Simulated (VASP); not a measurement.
Si3N4, 14 atoms in the cell. The typed cell holds 14 atoms: a = 5.508 Å, b = 5.508 Å, c = 5.508 Å, α = 120.01°, β = 120.01°, γ = 89.98°. 

```yaml
Program: VASP 6.6.1
Task: single point
Functional: PBE
Potentials_or_basis: VASP PAW PBE potentials, release 64 (Si, N)
Cutoff: 520 eV
k_mesh: 6 × 6 × 6
Occupations: gaussian, width 0.1 eV
Spin: no spin polarisation
Dipole_correction: no
Further_INCAR_settings: ALGO = Normal; EDIFF = 1e-06; NBANDS = 45
```

Potentials or basis: VASP PAW PBE potentials, release 64 (Si, N).

Launch:

```sh
$ cat potpaw_PBE.64/Si/POTCAR potpaw_PBE.64/N/POTCAR > POTCAR
$ mpirun -np 1 vasp_std > vasp.out
```

Hardware: 1 thread of Intel(R) Xeon(R) Platinum 8488C (Sapphire Rapids) (shared host).

**Question.** Estimate the wall time of this run.

**Answer.** It took 2.1 min on 1 thread of Intel(R) Xeon(R) Platinum 8488C (Sapphire Rapids), with other jobs on the host, peak memory 0.31 GiB. Counts: scf iterations 13, k points 30.
